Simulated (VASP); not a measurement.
# HgTe (Fm-3m) in VASP: notebook

The runs below take HgTe through relaxation of cell and atoms, with PBE+D4, PBEsol+D3(BJ), PBEsol+D4, RPBE+D3(BJ).

All numbers are computed with VASP 6.6.1; they aren't measurements. Logs are shortened: lines on timing, memory, paths and dates and some standing lists are left out, and cuts for length are marked.

## (1) The cell of the first run

It takes space group Fm-3m (No. 225, cubic). The conventional cell has a = 6.360 Å, b = 6.360 Å, c = 6.360 Å, α = 90.00°, β = 90.00°, γ = 90.00°. Hg (site symmetry m-3m) has 6 Te at 3.18 Å within 4.2 Å. Te (site symmetry m-3m) has 6 Hg at 3.18 Å within 4.2 Å.

## (2) Relaxation of cell and atoms, PBE+D4

Contents of INCAR:

```
PREC = Accurate
ENCUT = 600
EDIFF = 1E-6
ISMEAR = -1
SIGMA = 0.05
LREAL = False
LASPH = True
NELM = 60
ALGO = Normal
ISIF = 3
LWAVE = False
LCHARG = False
GGA = PE
IVDW = 13
IBRION = 2
NSW = 60
EDIFFG = -0.01
```

Contents of KPOINTS:

```
regular mesh
0
Gamma
  7 7 7
```

Contents of POSCAR:

```
HgTe
1.0
    0.0000000000      3.1800000000      3.1800000000
    3.1800000000      0.0000000000      3.1800000000
    3.1800000000      3.1800000000      0.0000000000
Hg Te
1 1
Direct
    0.0000000000      0.0000000000      0.0000000000
    0.5000000000      0.5000000000      0.5000000000
```

Potentials or basis: VASP PAW PBE potentials, release 64 (Hg, Te).

Command:

```
> cat potpaw_PBE.64/Hg/POTCAR potpaw_PBE.64/Te/POTCAR > POTCAR
> mpirun -np 1 vasp_std > vasp.out
```

OUTCAR:

```text
PREC = Accurate
   ENCUT = 600
   EDIFF = 1E-6
   ISMEAR = -1
   LREAL = False
   LASPH = True
   NELM = 60
   ISIF = 3
   GGA = PE
   IVDW = 13
   IBRION = 2
   NSW = 60
   EDIFFG = -0.01

 ion  position               nearest neighbor table
   1  0.000  0.000  0.000-   2 3.18   2 3.18   2 3.18   2 3.18   2 3.18   2 3.18
   2  0.500  0.500  0.500-   1 3.18   1 3.18   1 3.18   1 3.18   1 3.18   1 3.18

  LATTYP: Found a face centered cubic cell.
 ALAT       =     6.3600000000

  Lattice vectors:

 A1 = (   0.0000000000,   3.1800000000,   3.1800000000)
 A2 = (   3.1800000000,   0.0000000000,   3.1800000000)
 A3 = (   3.1800000000,   3.1800000000,   0.0000000000)

Analysis of symmetry for initial positions (statically):
=====================================================================
 Subroutine PRICEL returns:
 Original cell was already a primitive cell.

 Routine SETGRP: Setting up the symmetry group for a
 face centered cubic supercell.

 Subroutine GETGRP returns: Found 48 space group operations
 (whereof 48 operations were pure point group operations)
 out of a pool of 48 trial point group operations.

The static configuration has the point symmetry O_h .

Analysis of symmetry for dynamics (positions and initial velocities):
=====================================================================
 Subroutine PRICEL returns:
 Original cell was already a primitive cell.

 Routine SETGRP: Setting up the symmetry group for a
 face centered cubic supercell.

 Subroutine GETGRP returns: Found 48 space group operations
 (whereof 48 operations were pure point group operations)
 out of a pool of 48 trial point group operations.

The dynamic configuration has the point symmetry O_h .

 Subroutine INISYM returns: Found 48 space group operations
 (whereof 48 operations are pure point group operations),
 and found     1 'primitive' translations

----------------------------------------------------------------------------------------

                                     Primitive cell

  volume of cell :      64.3149

  direct lattice vectors                    reciprocal lattice vectors
     0.000000000  3.180000000  3.180000000    -0.157232704  0.157232704  0.157232704
     3.180000000  0.000000000  3.180000000     0.157232704 -0.157232704  0.157232704
     3.180000000  3.180000000  0.000000000     0.157232704  0.157232704 -0.157232704

  length of vectors
     4.497199128  4.497199128  4.497199128     0.272335033  0.272335033  0.272335033

  position of ions in fractional coordinates (direct lattice)
     0.000000000  0.000000000  0.000000000
     0.500000000  0.500000000  0.500000000

  ion indices of the primitive-cell ions
   primitive index   ion index
                 1           1
[... 63 lines left out ...]
   LNONCOLLINEAR =      F non collinear calculations
   LSORBIT =      F    spin-orbit coupling
   LASPH  =      T    aspherical Exc in radial PAW
   ENCUT  =  600.0 eV  44.10 Ry    6.64 a.u.   8.98  8.98  8.98*2*pi/ulx,y,z
   NELM   =     60;   NELMIN=  2; NELMDL= -5     # of ELM steps
   EDIFF  = 0.1E-05   stopping-criterion for ELM
   LREAL  =      F    real-space projection
   EDIFFG = -.1E-01   stopping-criterion for IOM
   NSW    =     60    number of steps for IOM
   IBRION =      2    ionic relax: 0-MD 1-quasi-New 2-CG
   NFREE  =      1    steps in history (QN), initial steepest desc. (CG)
   ISIF   =      3    stress and relaxation
   ISYM   =      2    0-nonsym 1-usesym 2-fastsym
   POTIM  = 0.5000    time-step for ionic-motion
   TEBEG  =    0.0;   TEEND  =   0.0 temperature during run
   PSTRESS=    0.0 pullay stress
   NELECT =      18.0000    total number of electrons
   NUPDOWN=      -1.0000    fix difference up-down
   EMIN   =  10.00;   EMAX   =-10.00  energy-range for DOS
   EFERMI =   0.00;   METHOD = LEGACY
   ISMEAR =    -1;   SIGMA  =   0.05  broadening in eV -4-tet -1-fermi 0-gaus
   EFERMI_NEDOS =   21; number of points for ismear=-14 and -15
   IALGO  =     38    algorithm
   IMIX   =      4    mixing-type and parameters
     AMIX     =   0.40;   BMIX     =  1.00
     AMIX_MAG =   1.60;   BMIX_MAG =  1.00
  volume/ion in A,a.u.               =      32.16       217.01
  Fermi-wavevector in a.u.,A,eV,Ry     =   1.070850  2.023613 15.602062  1.146719
  Thomas-Fermi vector in A             =   2.206572
   LORBIT       =      0    0 simple, 1 ext, 2 COOP (PROOUT), +10 PAW based schemes
   GGA     = PE    functional components
   LHFCALC =     F    Hartree Fock is set to
   AEXX    =    0.0000 exact exchange contribution
   IVDW    =    13    specifies the selected vdW correction
   LEPSILON=     F    determine dielectric tensor
   LRPA    =     F    only Hartree local field effects (RPA)
 conjugate gradient relaxation of ions
 non-spin polarized calculation
  energy-cutoff  :      600.00
  volume of cell :       64.31
 maximum number of plane-waves:      2168
   NGX = 17   NGY = 17   NGZ = 17

--------------------------------------- Ionic step        1  -------------------------------------------

 number of electron      17.9999998 magnetization

 Free energy of the ion-electron system (eV)
  ---------------------------------------------------
  ext. energy  EPLUGINS =         0.00000000
  ---------------------------------------------------
  free energy    TOTEN  =        -3.28273276 eV

  energy without entropy =       -3.27421859  energy(sigma->0) =       -3.27847568

 E-fermi :   3.1074     XC(G=0):  -9.2807

 val. band max:        3.0909694502   @ k =  -0.1429   0.1429   0.0000
 cond. band min:       3.1992616437   @ k =   0.4286   0.0000   0.0000
 fundamental gap:      0.1082921935
 Fermi energy:         3.1073542247

 k-point     1 :       0.0000    0.0000    0.0000
  band No.  band energies     occupation
      1      -8.1727      2.00000
      2      -3.1975      2.00000
      3      -3.1975      2.00000
      4      -3.1476      2.00000
      5      -3.1476      2.00000
      6      -3.1476      2.00000
      7       1.6983      2.00000
      8       2.5441      1.99997
      9       2.5441      1.99997
     10       2.5441      1.99997
     11      10.5533      0.00000
     12      10.5558      0.00000
     13      10.5588      0.00000
[... 381 lines left out ...]
--------------------------------------- Ionic step        3  -------------------------------------------

 number of electron      18.0000002 magnetization

 Free energy of the ion-electron system (eV)
  ---------------------------------------------------
  ext. energy  EPLUGINS =         0.00000000
  ---------------------------------------------------
  free energy    TOTEN  =        -3.34026679 eV

  energy without entropy =       -3.33446557  energy(sigma->0) =       -3.33736618

 E-fermi :   4.7848     XC(G=0): -10.0135

 val. band max:        4.7601500483   @ k =  -0.1429   0.1429   0.0000
 cond. band min:       4.8491648047   @ k =   0.2857   0.2857   0.0000
 fundamental gap:      0.0890147564
 Fermi energy:         4.7847582820

 k-point     1 :       0.0000    0.0000    0.0000
  band No.  band energies     occupation
      1      -7.5175      2.00000
      2      -2.0927      2.00000
      3      -2.0927      2.00000
      4      -2.0321      2.00000
      5      -2.0321      2.00000
      6      -2.0321      2.00000
      7       3.8842      2.00000
      8       3.9766      2.00000
      9       3.9766      2.00000
     10       3.9766      2.00000
     11      12.3737      0.00000
     12      12.3737      0.00000
     13      12.3737      0.00000
[... 335 lines left out ...]
  FREE ENERGIE OF THE ION-ELECTRON SYSTEM (eV)
  ---------------------------------------------------
  free  energy   TOTEN  =        -4.3021424758 eV

  energy  without entropy=       -4.2963412583  energy(sigma->0) =       -4.29924187

 reached required accuracy - stopping structural energy minimisation
```

CONTCAR:

```text
HgTe
   1.00000000000000
     0.0000000000000000    3.0205690665862512    3.0205690665862512
     3.0205690665862512    0.0000000000000000    3.0205690665862512
     3.0205690665862512    3.0205690665862512    0.0000000000000000
  Hg              Te
     1     1
Direct
     0.0000000000000000    0.0000000000000000    0.0000000000000000
     0.5000000000000000    0.5000000000000000    0.5000000000000000

  0.00000000E+00  0.00000000E+00  0.00000000E+00
  0.00000000E+00  0.00000000E+00  0.00000000E+00
```

Run time: 35 s. Hardware: 1 thread of AMD EPYC 9R45 (Zen 5), shared host; peak memory 0.19 GiB.

What came out:

```yaml
Free_energy: -4.3021 eV
Relaxed_volume: 27.56 Å³/atom
Relaxed_cell: a = 4.272 Å, b = 4.272 Å, c = 4.272 Å, α = 60.00°, β = 60.00°, γ = 60.00°
Space_group_after_relaxing_to_0.05_Å: Fm-3m (No. 225)
Energy_gained_by_relaxing: 96.5 meV/atom
Ionic_steps: 3
Pressure_after_relaxing: 0.0 GPa
Band_gap_on_the_k_mesh: zero (band 9 reaches 5.01 eV, above the bottom of band 10 at 2.43 eV)
Dispersion_energy_per_atom: -0.481 eV
```

The path:
| step | energy change (eV) | largest force (eV/Å) | pressure (GPa) | volume (Å³) |
| --- | --- | --- | --- | --- |
| 1 | 0.0000 | 0.0000 | -5.71 | 64.31 |
| 2 | -0.1905 | 0.0000 | 0.96 | 54.23 |
| 3 | -0.1931 | 0.0000 | 0.01 | 55.12 |

Final structure:
```
Hg Te
1.0
     0.00000    3.02057    3.02057
     3.02057    0.00000    3.02057
     3.02057    3.02057    0.00000
Hg Te
1 1
Direct
  0.00000 0.00000 0.00000
  0.50000 0.50000 0.50000
```

Caveat: spin-orbit coupling is left out, which moves the levels of the heavy elements; the volume moved by -14 % from the deposited cell, more than functionals usually miss; pairwise dispersion overbinds metals, which lowers pressure and volume.

## (3) Relaxation of cell and atoms, PBEsol+D3(BJ)

Contents of INCAR:

```
  PREC = Accurate
  ENCUT = 600
  EDIFF = 1E-6
  ISMEAR = -1
  SIGMA = 0.05
  LREAL = F
  LASPH = T
  NELM = 100
  ALGO = Normal
  ISIF = 3
  LWAVE = F
  LCHARG = F
  GGA = PS
  IVDW = 12
  IBRION = 2
  NSW = 60
  EDIFFG = -0.01
```

Contents of KPOINTS:

```
Automatic mesh
0
Gamma
  7 7 7
```

POSCAR is that of step 2.

Potentials or basis: VASP PAW PBE potentials, release 64 (Hg, Te).

Command:

```
> cat potpaw_PBE.64/Hg/POTCAR potpaw_PBE.64/Te/POTCAR > POTCAR
> mpirun -np 1 vasp_std > vasp.out
```

Run time: 33 s. Hardware: 1 thread of AMD EPYC 9R45 (Zen 5), shared host; peak memory 0.2 GiB.

The run converged. Its results:

```
Free energy                            : -5.1148 eV
Relaxed volume                         : 25.98 Å³/atom
Relaxed cell                           : a = 4.189 Å, b = 4.189 Å, c = 4.189 Å, α = 60.00°, β = 60.00°, γ = 60.00°
Space group after relaxing (to 0.05 Å) : Fm-3m (No. 225)
Energy gained by relaxing              : 198.0 meV/atom
Ionic steps                            : 3
Pressure after relaxing                : 0.0 GPa
Band gap on the k mesh                 : zero (band 9 reaches 5.62 eV, above the bottom of band 10 at 2.71 eV)
Dispersion energy per atom             : -0.454 eV
```

The path:
```tsv
step	energy change (eV)	largest force (eV/Å)	pressure (GPa)	volume (Å³)
1	0.0000	0.0000	-8.19	64.31
2	-0.3823	0.0000	2.59	50.20
3	-0.3960	0.0000	0.00	51.97
```

Final structure:
```xyz
2
Lattice="0.0000 2.9619 2.9619 2.9619 0.0000 2.9619 2.9619 2.9619 0.0000" Properties=species:S:1:pos:R:3 pbc="T T T"
Hg    0.0000    0.0000    0.0000
Te    2.9619    2.9619    2.9619
```

Levels at points of the mesh, in eV from the Fermi level:
```tsv
k point	band 6	band 7	band 8	band 9	band 10	band 11	band 12	band 13
(0.00, 0.00, 0.00)	-7.02	-0.89	-0.89	-0.89	-0.69	7.60	7.60	7.60
```

Caveat: the volume moved by over 15 % at a fixed basis, so the end points are rough; the PAW data sets were made with another functional, which shifts forces and pressure a little; spin-orbit coupling is left out, which moves the levels of the heavy elements; the volume moved by -19 % from the deposited cell, more than functionals usually miss; pairwise dispersion overbinds metals, which lowers pressure and volume.

## (4) Relaxation of cell and atoms, PBEsol+D4

Contents of INCAR:

```
SYSTEM = HgTe
PREC = Accurate
ENCUT = 600
EDIFF = 1E-6
ISMEAR = -1
SIGMA = 0.05
LREAL = .False.
LASPH = .True.
NELM = 80
ALGO = Normal
ISIF = 3
LWAVE = .False.
LCHARG = .False.
GGA = PS
IVDW = 13
IBRION = 2
NSW = 60
EDIFFG = -0.01
```

Contents of KPOINTS:

```
Automatic mesh
0
Gamma
  7 7 7
  0 0 0
```

POSCAR is that of step 3.

Command:

```
> cat potpaw_PBE.64/Hg/POTCAR potpaw_PBE.64/Te/POTCAR > POTCAR
> mpirun -np 1 vasp_std > vasp.out
```

Run time: 35 s. Hardware: 1 thread of AMD EPYC 9R45 (Zen 5), shared host; peak memory 0.19 GiB.

Results (log left out):

```
Free energy                            : -4.7910 eV
Relaxed volume                         : 26.42 Å³/atom
Relaxed cell                           : a = 4.212 Å, b = 4.212 Å, c = 4.212 Å, α = 60.00°, β = 60.00°, γ = 60.00°
Space group after relaxing (to 0.05 Å) : Fm-3m (No. 225)
Energy gained by relaxing              : 165.5 meV/atom
Ionic steps                            : 3
Pressure after relaxing                : 0.0 GPa
Band gap on the k mesh                 : zero (band 9 reaches 5.40 eV, above the bottom of band 10 at 2.58 eV)
Dispersion energy per atom             : -0.286 eV
```

The path:
```tsv
step	energy change (eV)	largest force (eV/Å)	pressure (GPa)	volume (Å³)
1	0.0000	0.0000	-7.49	64.31
2	-0.3213	0.0000	2.07	51.31
3	-0.3309	0.0000	0.01	52.84
```

Final structure:
```yaml
crystal:
  lattice:
    - [0.00000, 2.97840, 2.97840]
    - [2.97840, 0.00000, 2.97840]
    - [2.97840, 2.97840, 0.00000]
  atoms:
    - { symbol: Hg, position: [0.00000, 0.00000, 0.00000] }
    - { symbol: Te, position: [0.50000, 0.50000, 0.50000] }
```

Levels at points of the mesh, in eV from the Fermi level:
| k point | band 7 | band 8 | band 9 | band 10 | band 11 | band 12 |
| --- | --- | --- | --- | --- | --- | --- |
| (0.00, 0.00, 0.00) | -0.87 | -0.87 | -0.87 | -0.77 | 7.58 | 7.58 |

Caveat: the volume moved by over 15 % at a fixed basis, so the end points are rough; the PAW data sets were made with another functional, which shifts forces and pressure a little; spin-orbit coupling is left out, which moves the levels of the heavy elements; the volume moved by -18 % from the deposited cell, more than functionals usually miss; pairwise dispersion overbinds metals, which lowers pressure and volume.

## (5) Relaxation of cell and atoms, RPBE+D3(BJ)

Contents of INCAR:

```
SYSTEM = HgTe
PREC = Accurate ; ENCUT = 600
EDIFF = 1E-6 ; ISMEAR = -1
SIGMA = 0.05 ; LREAL = .FALSE.
LASPH = .TRUE. ; NELM = 100
ALGO = Normal ; ISIF = 3
LWAVE = .FALSE. ; LCHARG = .FALSE.
GGA = RP ; IVDW = 12
IBRION = 2 ; NSW = 60
EDIFFG = -0.01
```

Contents of KPOINTS:

```
Automatic mesh
0
G
  7 7 7
  0 0 0
```

POSCAR is that of step 4.

Command:

```
> cat potpaw_PBE.64/Hg/POTCAR potpaw_PBE.64/Te/POTCAR > POTCAR
> mpirun -np 1 vasp_std > vasp.out
```

Run time: 57 s. Hardware: 1 thread of AMD EPYC 9R45 (Zen 5), shared host; peak memory 0.2 GiB.

Results (log left out):

```yaml
Free_energy: -6.9359 eV
Relaxed_volume: 22.70 Å³/atom
Relaxed_cell: a = 4.004 Å, b = 4.004 Å, c = 4.004 Å, α = 60.00°, β = 60.00°, γ = 60.00°
Space_group_after_relaxing_to_0.05_Å: Fm-3m (No. 225)
Energy_gained_by_relaxing: 625.9 meV/atom
Ionic_steps: 6
Pressure_after_relaxing: 0.0 GPa
Band_gap_on_the_k_mesh: zero (band 9 reaches 7.82 eV, above the bottom of band 10 at 4.54 eV)
Dispersion_energy_per_atom: -2.612 eV
```

The path:
| step | energy change (eV) | largest force (eV/Å) | pressure (GPa) | volume (Å³) |
| --- | --- | --- | --- | --- |
| 1 | 0.0000 | 0.0000 | -14.57 | 64.31 |
| 2 | -1.0565 | 0.0000 | 15.08 | 40.76 |
| 3 | -1.2514 | 0.0000 | -0.47 | 45.59 |
| 4 | -1.2516 | 0.0000 | 0.21 | 45.26 |
| 5 | -1.2517 | 0.0000 | -0.09 | 45.45 |
| 6 | -1.2517 | 0.0000 | -0.03 | 45.39 |

Final structure:
```
CELL_PARAMETERS angstrom
0.00000 2.83133 2.83133
2.83133 0.00000 2.83133
2.83133 2.83133 0.00000
ATOMIC_POSITIONS crystal
Hg 0.00000 0.00000 0.00000
Te 0.50000 0.50000 0.50000
```

Levels at points of the mesh, in eV from the Fermi level:
```csv
k point,band 5,band 6,band 7,band 8,band 9,band 10,band 11,band 12,band 13
"(0.00, 0.00, 0.00)",-7.76,-7.76,-1.15,-1.15,-1.15,0.20,7.52,7.70,7.70
```

Caveat: the volume moved by over 15 % at a fixed basis, so the end points are rough; the PAW data sets were made with another functional, which shifts forces and pressure a little; spin-orbit coupling is left out, which moves the levels of the heavy elements; the volume moved by -29 % from the deposited cell, more than functionals usually miss; pairwise dispersion overbinds metals, which lowers pressure and volume.

## (6) The runs side by side

```csv
level,gap on the mesh (eV),pressure (GPa),relaxed volume (Å³/atom)
PBE+D4,none,0.0,27.56
PBEsol+D3(BJ),none,0.0,25.98
PBEsol+D4,none,0.0,26.42
RPBE+D3(BJ),none,0.0,22.70
```

Alike in all rows: task relaxation of cell and atoms; potentials or basis VASP PAW PBE potentials, release 64 (Hg, Te); no spin polarisation; cell relaxed; k mesh 7 × 7 × 7; cutoff (eV) 600; smearing fermi-dirac 0.05 eV.

Caveats: spin-orbit coupling is left out, which moves the levels of the heavy elements; pairwise dispersion overbinds metals, which lowers pressure and volume; the volume moved by over 15 % at a fixed basis, so the end points are rough (some runs); the PAW data sets were made with another functional, which shifts forces and pressure a little (some runs); the volume moved by -14 % from the deposited cell, more than functionals usually miss (some runs); the volume moved by -19 % from the deposited cell, more than functionals usually miss (some runs); the volume moved by -18 % from the deposited cell, more than functionals usually miss (some runs).

Total energies depend on the potentials used, so only differences within one code and one set of settings carry meaning.
